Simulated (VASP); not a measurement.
# Ga2Te2O (P6/mmm) in VASP: notebook

Runs on Ga2Te2O. Level: PBE. Tasks: single point.

Program: VASP 6.6.1. These are calculated values, not measurements. Logs are shortened: lines on timing, memory, paths and dates and some standing lists are left out, and cuts for length are marked.

**1. The cell of the first run**

It takes space group P6/mmm (No. 191, hexagonal). Conventional cell: a = 4.130 Å, b = 4.130 Å, c = 9.550 Å, α = 90.00°, β = 90.00°, γ = 120.00°. Ga (site symmetry -6m2) has 3 Ga at 2.38 Å and 6 Te at 3.06 Å within 3.1 Å. Te (site symmetry 6mm) has 1 O at 2.85 Å and 6 Ga at 3.06 Å within 3.8 Å. O (site symmetry 6/mmm) has 2 Te at 2.85 Å within 3.8 Å.

**2. Single point, PBE**

The input, INCAR:

```
SYSTEM = Ga2Te2O
PREC     = Accurate       ! precision mode
ENCUT    = 520            ! plane-wave cutoff, eV
EDIFF    = 1E-6           ! SCF threshold, eV
ISMEAR   = 0              ! smearing method
SIGMA    = 0.1            ! smearing width, eV
LREAL    = .False.        ! projectors in reciprocal space
LASPH    = .True.         ! aspherical terms in the spheres
NELM     = 60             ! most SCF steps
ALGO     = Normal         ! electronic algorithm
ISIF     = 2              ! what is computed and relaxed
LWAVE    = .False.        ! write WAVECAR
LCHARG   = .False.        ! write CHGCAR
GGA      = PE             ! functional
NBANDS   = 30             ! bands
```

The input, KPOINTS:

```
Automatic mesh
0
Gamma
  6 6 2
  0 0 0
```

The input, POSCAR:

```
Ga2Te2O
1.0
    4.1300536000      0.0000000000      0.0000000000
   -2.0650268000      3.5767313400      0.0000000000
    0.0000000000      0.0000000000      9.5504603300
Ga Te O
2 2 1
Direct
    0.3333333300      0.6666666700      0.5000000000
    0.6666666700      0.3333333300      0.5000000000
    0.0000000000      0.0000000000      0.2988137200
    0.0000000000      0.0000000000      0.7011862800
    0.0000000000      0.0000000000      0.0000000000
```

Potentials or basis: VASP PAW PBE potentials, release 64 (Ga_d, Te, O).

Started as:

```sh
> cat potpaw_PBE.64/Ga_d/POTCAR potpaw_PBE.64/Te/POTCAR potpaw_PBE.64/O/POTCAR > POTCAR
> mpirun -np 1 vasp_std > vasp.out
```

OUTCAR:

```text
SYSTEM = Ga2Te2O
   PREC = Accurate
   ENCUT = 520
   EDIFF = 1E-6
   ISMEAR = 0
   LREAL = .False.
   LASPH = .True.
   NELM = 60
   ISIF = 2
   GGA = PE

 ion  position               nearest neighbor table
   1  0.333  0.667  0.500-   2 2.38   2 2.38   2 2.38   4 3.06   3 3.06   4 3.06   3 3.06   4 3.06
                             3 3.06
   2  0.667  0.333  0.500-   1 2.38   1 2.38   1 2.38   4 3.06   3 3.06   3 3.06   4 3.06   3 3.06
                             4 3.06
   3  0.000  0.000  0.299-   1 3.06   2 3.06   2 3.06   1 3.06   2 3.06   1 3.06
   4  0.000  0.000  0.701-   1 3.06   2 3.06   2 3.06   1 3.06   2 3.06   1 3.06
   5  0.000  0.000  0.000-

  LATTYP: Found a hexagonal cell.
 ALAT       =     4.1300536000
 C/A-ratio  =     2.3124301171

  Lattice vectors:

 A1 = (   4.1300536000,   0.0000000000,   0.0000000000)
 A2 = (  -2.0650268000,   3.5767313400,   0.0000000000)
 A3 = (   0.0000000000,   0.0000000000,   9.5504603300)

Analysis of symmetry for initial positions (statically):
=====================================================================
 Subroutine PRICEL returns:
 Original cell was already a primitive cell.

 Routine SETGRP: Setting up the symmetry group for a
 hexagonal supercell.

 Subroutine GETGRP returns: Found 24 space group operations
 (whereof 24 operations were pure point group operations)
 out of a pool of 24 trial point group operations.

The static configuration has the point symmetry D_6h.

Analysis of symmetry for dynamics (positions and initial velocities):
=====================================================================
 Subroutine PRICEL returns:
 Original cell was already a primitive cell.

 Routine SETGRP: Setting up the symmetry group for a
 hexagonal supercell.

 Subroutine GETGRP returns: Found 24 space group operations
 (whereof 24 operations were pure point group operations)
 out of a pool of 24 trial point group operations.

The dynamic configuration has the point symmetry D_6h.

 Subroutine INISYM returns: Found 24 space group operations
 (whereof 24 operations are pure point group operations),
 and found     1 'primitive' translations

----------------------------------------------------------------------------------------

                                     Primitive cell

  volume of cell :     141.0803

  direct lattice vectors                    reciprocal lattice vectors
     4.130053600  0.000000000  0.000000000     0.242127608  0.139792440  0.000000000
[... 82 lines left out ...]
   LREAL  =      F    real-space projection
   EDIFFG = 0.1E-04   stopping-criterion for IOM
   NSW    =      0    number of steps for IOM
   IBRION =     -1    ionic relax: 0-MD 1-quasi-New 2-CG
   NFREE  =      0    steps in history (QN), initial steepest desc. (CG)
   ISIF   =      2    stress and relaxation
   ISYM   =      2    0-nonsym 1-usesym 2-fastsym
   POTIM  = 0.5000    time-step for ionic-motion
   TEBEG  =    0.0;   TEEND  =   0.0 temperature during run
   PSTRESS=    0.0 pullay stress
   NELECT =      44.0000    total number of electrons
   NUPDOWN=      -1.0000    fix difference up-down
   EMIN   =  10.00;   EMAX   =-10.00  energy-range for DOS
   EFERMI =   0.00;   METHOD = LEGACY
   ISMEAR =     0;   SIGMA  =   0.10  broadening in eV -4-tet -1-fermi 0-gaus
   EFERMI_NEDOS =   21; number of points for ismear=-14 and -15
   IALGO  =     38    algorithm
   IMIX   =      4    mixing-type and parameters
     AMIX     =   0.40;   BMIX     =  1.00
     AMIX_MAG =   1.60;   BMIX_MAG =  1.00
  volume/ion in A,a.u.               =      28.22       190.41
  Fermi-wavevector in a.u.,A,eV,Ry     =   1.110206  2.097985 16.769965  1.232558
  Thomas-Fermi vector in A             =   2.246755
   LORBIT       =      0    0 simple, 1 ext, 2 COOP (PROOUT), +10 PAW based schemes
   GGA     = PE    functional components
   LHFCALC =     F    Hartree Fock is set to
   AEXX    =    0.0000 exact exchange contribution
   IVDW    =     0    specifies the selected vdW correction
   LEPSILON=     F    determine dielectric tensor
   LRPA    =     F    only Hartree local field effects (RPA)
 non-spin polarized calculation
 Gauss-broadening in eV      SIGMA  =   0.10
  energy-cutoff  :      520.00
  volume of cell :      141.08
 maximum number of plane-waves:      3828
 NGX is ok and might be reduce to    32
   NGX = 15   NGY = 15   NGZ = 35

 number of electron      43.9999983 magnetization

 Free energy of the ion-electron system (eV)
  ---------------------------------------------------
  ext. energy  EPLUGINS =         0.00000000
  ---------------------------------------------------
  free energy    TOTEN  =       -13.18376789 eV

  energy without entropy =      -13.15062696  energy(sigma->0) =      -13.16719742

 E-fermi :   2.4970     XC(G=0):  -8.4888

 val. band max:        2.4888311435   @ k =   0.5000  -0.0000   0.5000
 cond. band min:       2.5078614201   @ k =   0.3333   0.0000   0.5000
 fundamental gap:      0.0190302766
 Fermi energy:         2.4969670924

 k-point     1 :       0.0000    0.0000    0.0000
  band No.  band energies     occupation
      1     -12.9975      2.00000
      2     -12.8774      2.00000
      3     -12.8774      2.00000
      4     -12.8349      2.00000
      5     -12.8349      2.00000
      6     -12.7464      2.00000
[... 451 lines left out ...]
     29       7.8068      0.00000
     30      10.4893      0.00000

------------------------ aborting loop because EDIFF is reached ----------------------------------------

  FORCE on cell =-STRESS in cart. coord.  units (eV):
  Direction    XX          YY          ZZ          XY          YZ          ZX
  --------------------------------------------------------------------------------------
  -------------------------------------------------------------------------------------
  Total        5.7684628      5.7684628     -6.1913252      0.0000000     -0.0000000      0.0000000
  in kB       65.5095126     65.5095127    -70.3117459      0.0000000     -0.0000000      0.0000000
  external PRESSURE =      20.2357598 kB  Pullay stress =       0.0000000 kB

 VOLUME and BASIS-vectors are now :
 -----------------------------------------------------------------------------
  energy-cutoff  :      520.00
  volume of cell :      141.08
      direct lattice vectors                 reciprocal lattice vectors
     4.130053600  0.000000000  0.000000000     0.242127608  0.139792440  0.000000000
    -2.065026800  3.576731340  0.000000000     0.000000000  0.279584879  0.000000000
     0.000000000  0.000000000  9.550460330     0.000000000  0.000000000  0.104706995

 POSITION                                       TOTAL-FORCE (eV/Angst)
 -----------------------------------------------------------------------------------
     -0.00000      2.38449      4.77523        -0.000000      0.000000      0.000000
      2.06503      1.19224      4.77523         0.000000     -0.000000      0.000000
      0.00000      0.00000      2.85381        -0.000000      0.000000     -2.681081
      0.00000      0.00000      6.69665        -0.000000      0.000000      2.681081
      0.00000      0.00000      0.00000        -0.000000      0.000000      0.000000
 -----------------------------------------------------------------------------------
    total drift:                               -0.000000      0.000000     -0.000000

  FREE ENERGIE OF THE ION-ELECTRON SYSTEM (eV)
  ---------------------------------------------------
  free  energy   TOTEN  =       -13.1837678873 eV

  energy  without entropy=      -13.1506269587  energy(sigma->0) =      -13.16719742
```

OSZICAR:

```text
N       E                     dE             d eps       ncg     rms          rms(c)
DAV:   1     0.342378365671E+03    0.34238E+03   -0.19524E+04   888   0.179E+03
DAV:   2     0.311926224527E+02   -0.31119E+03   -0.29917E+03   972   0.469E+02
DAV:   3    -0.146653441734E+02   -0.45858E+02   -0.44353E+02  1008   0.131E+02
DAV:   4    -0.168889233364E+02   -0.22236E+01   -0.22080E+01  1046   0.309E+01
[... 13 lines left out ...]
DAV:  18    -0.131837702484E+02    0.95597E-05   -0.44845E-06   918   0.986E-03    0.465E-03
DAV:  19    -0.131837686171E+02    0.16313E-05   -0.85362E-06   690   0.698E-03    0.132E-02
DAV:  20    -0.131837656632E+02    0.29539E-05   -0.32084E-06   534   0.387E-03    0.314E-03
DAV:  21    -0.131837670110E+02   -0.13478E-05   -0.58183E-07   510   0.237E-03    0.514E-04
DAV:  22    -0.131837678873E+02   -0.87633E-06   -0.44502E-08   498   0.125E-03
   1 F= -.13183768E+02 E0= -.13167197E+02  d E =-.331409E-01
```

It took 51 s on 1 thread of Intel Xeon 6975P-C (Granite Rapids), shared host; peak memory 0.27 GiB.

Results:

```
Free energy            : -13.1838 eV
Pressure               : 2.0 GPa
Largest force          : 2.681 eV/Å
Band gap on the k mesh : zero (band 22 reaches 2.84 eV, above the bottom of band 23 at 2.33 eV)
```

Forces in eV/Å, atoms in the order of the input:
```
Ga   0.000  0.000  0.000
Ga   0.000  0.000  0.000
Te   0.000  0.000 -2.681
Te   0.000  0.000  2.681
O    0.000  0.000  0.000
```

Stress tensor (GPa, compression positive):
```
 6.55  0.00  0.00
 0.00  6.55  0.00
 0.00  0.00 -7.03
```

Levels at points of the mesh, in eV from the Fermi level:
```csv
k point,band 20,band 21,band 22,band 23,band 24,band 25
"(0.00, 0.00, 0.00)",-0.02,-0.02,-0.02,0.05,0.05,0.14
"(0.50, 0.00, 0.00)",-1.07,-0.84,-0.18,-0.05,0.98,2.19
"(0.00, 0.00, 0.50)",-0.33,0.05,0.05,0.26,0.26,0.79
"(0.50, 0.00, 0.50)",-0.70,-0.48,-0.47,-0.03,-0.01,2.11
```

Caveat: spin-orbit coupling is left out, which moves the levels of the heavy elements; this functional lacks dispersion, which binds the layers, so the pressure and a relaxed spacing across them are unreliable; forces of over 1 eV/Å act on the atoms, so gaps and moduli don't describe the material at rest.

**3. Single point, PBE**

This run uses another cell than the first one, of 29.63 Å³/atom, 1.050 times its volume.

The input, INCAR:

```
PREC = Accurate ; ENCUT = 520
EDIFF = 1E-6 ; ISMEAR = 0
SIGMA = 0.1 ; LREAL = False
LASPH = True ; NELM = 100
ALGO = Normal ; ISIF = 2
LWAVE = False ; LCHARG = False
GGA = PE ; NBANDS = 30
```

The input, KPOINTS:

```
regular mesh
0
Gamma
  6 6 2
```

The input, POSCAR:

```
Ga2Te2O
1.0
    4.8715465658      0.0000000000      0.0000000000
   -2.4357732829      4.2188830817      0.0000000000
    0.0000000000      0.0000000000      7.2073852232
Ga Te O
2 2 1
Direct
    0.3333333333      0.6666666667      0.5000000000
    0.6666666667      0.3333333333      0.5000000000
    0.0000000000      0.0000000000      0.2824531985
    0.0000000000      0.0000000000      0.7175468015
    0.0000000000      0.0000000000      0.0000000000
```

Potentials or basis: VASP PAW PBE potentials, release 64 (Ga_d, Te, O).

Started as:

```sh
> cat potpaw_PBE.64/Ga_d/POTCAR potpaw_PBE.64/Te/POTCAR potpaw_PBE.64/O/POTCAR > POTCAR
> mpirun -np 1 vasp_std > vasp.out
```

It took 35 s on 1 thread of Intel Xeon 6975P-C (Granite Rapids), shared host; peak memory 0.27 GiB.

It converged, with:

```yaml
Free_energy: -17.5579 eV
Pressure: 0.0 GPa
Largest_force: 0.063 eV/Å
Band_gap_on_the_k_mesh: zero (band 22 reaches 3.44 eV, above the bottom of band 23 at 2.12 eV)
```

Forces in eV/Å, atoms in the order of the input:
```
Ga   0.000  0.000  0.000
Ga   0.000  0.000  0.000
Te   0.000  0.000 -0.063
Te   0.000  0.000  0.063
O    0.000  0.000  0.000
```

Stress tensor (GPa, compression positive):
```
 0.15  0.00  0.00
 0.00  0.15  0.00
 0.00  0.00 -0.30
```

Levels at points of the mesh, in eV from the Fermi level:
| k point | band 18 | band 19 | band 20 | band 21 | band 22 | band 23 | band 24 | band 25 | band 26 | band 27 |
| --- | --- | --- | --- | --- | --- | --- | --- | --- | --- | --- |
| (0.00, 0.00, 0.00) | -1.38 | -1.38 | -1.19 | -1.14 | -0.81 | -0.81 | -0.19 | -0.19 | 1.48 | 4.70 |
| (0.50, 0.00, 0.00) | -3.20 | -2.88 | -2.28 | -1.40 | -1.14 | 1.26 | 2.15 | 3.05 | 4.28 | 4.97 |
| (0.00, 0.00, 0.50) | -2.43 | -2.43 | -1.14 | -0.18 | -0.18 | 0.20 | 0.20 | 0.94 | 1.47 | 2.25 |
| (0.50, 0.00, 0.50) | -3.64 | -3.41 | -1.54 | -0.09 | 0.40 | 1.66 | 1.94 | 2.51 | 2.84 | 4.40 |

Caveat: the k points lie up to 0.44 Å⁻¹ apart; spin-orbit coupling is left out, which moves the levels of the heavy elements.

**4. Single point, PBE**

This run uses another cell than the first one, of 29.40 Å³/atom, 1.042 times its volume.

The input, INCAR:

```
PREC = Accurate
ENCUT = 520
EDIFF = 1E-6
ISMEAR = 0
SIGMA = 0.1
LREAL = F
LASPH = T
NELM = 80
ALGO = Normal
ISIF = 2
LWAVE = F
LCHARG = T
GGA = PE
LELF = T
LVHAR = T
NBANDS = 30
```

The input, KPOINTS:

```
regular mesh
0
Gamma
  6 6 4
```

The input, POSCAR:

```
Ga2Te2O
1.0
    4.7766072279      0.0000000000      0.0000000000
   -2.3883036139      4.1366632033      0.0000000000
    0.0000000000      0.0000000000      7.4401607425
Ga Te O
2 2 1
Direct
    0.3333333333      0.6666666667      0.5000000000
    0.6666666667      0.3333333333      0.5000000000
    0.0000000000      0.0000000000      0.2735081645
    0.0000000000      0.0000000000      0.7264918355
    0.0000000000      0.0000000000      0.0000000000
```

Started as:

```sh
> cat potpaw_PBE.64/Ga_d/POTCAR potpaw_PBE.64/Te/POTCAR potpaw_PBE.64/O/POTCAR > POTCAR
> mpirun -np 1 vasp_std > vasp.out
```

Run time: 57 s. Hardware: 1 thread of Intel Xeon 6975P-C (Granite Rapids), shared host; peak memory 0.3 GiB.

Results (log left out):

```
Free energy            : -17.2991 eV
Pressure               : -0.4 GPa
Largest force          : 0.015 eV/Å
Band gap on the k mesh : zero (band 22 reaches 3.63 eV, above the bottom of band 23 at 2.18 eV)
```

Forces in eV/Å, atoms in the order of the input:
```
Ga   0.000  0.000  0.000
Ga   0.000  0.000  0.000
Te   0.000  0.000 -0.015
Te   0.000  0.000  0.015
O    0.000  0.000  0.000
```

Stress tensor (GPa, compression positive):
```
-0.32  0.00  0.00
 0.00 -0.32  0.00
 0.00  0.00 -0.47
```

Levels at points of the mesh, in eV from the Fermi level:
```
           k point  band 18  band 19  band 20  band 21  band 22  band 23  band 24  band 25  band 26  band 27
(0.00, 0.00, 0.00)    -1.13    -1.13    -0.85    -0.85    -0.83    -0.82    -0.10    -0.10     1.45     4.49
(0.50, 0.00, 0.00)    -3.21    -3.06    -2.19    -1.27    -1.21     1.08     2.13     2.84     4.76     4.83
(0.00, 0.00, 0.50)    -2.13    -2.13    -0.82    -0.09    -0.09     0.17     0.17     0.73     1.46     1.87
(0.50, 0.00, 0.50)    -3.43    -3.37    -1.63    -0.14     0.15     1.47     1.85     2.25     2.31     4.98
```

Caveat: spin-orbit coupling is left out, which moves the levels of the heavy elements.

**5. Summary**

```csv
cell,k mesh,gap on the mesh (eV),pressure (GPa),largest force (eV/Å)
"a = 4.130, b = 4.130, c = 9.550 Å, angles 90.0, 90.0, 120.0°, 5 atoms",6 × 6 × 2,none,2.0,2.68
"a = 4.872, b = 4.872, c = 7.207 Å, angles 90.0, 90.0, 120.0°, 5 atoms",6 × 6 × 2,none,0.0,0.06
"a = 4.777, b = 4.777, c = 7.440 Å, angles 90.0, 90.0, 120.0°, 5 atoms",6 × 6 × 4,none,-0.4,0.01
```

Alike in all rows: task single point; level PBE; potentials or basis VASP PAW PBE potentials, release 64 (Ga_d, Te, O); no spin polarisation; cutoff (eV) 520; smearing gaussian 0.1 eV.

Caveats: some runs use coarse meshes; spin-orbit coupling is left out, which moves the levels of the heavy elements; this functional lacks dispersion, which binds the layers, so the pressure and a relaxed spacing across them are unreliable (some runs); forces of over 1 eV/Å act on the atoms, so gaps and moduli don't describe the material at rest (some runs).

Absolute energies hang on the potentials; compare differences alone.
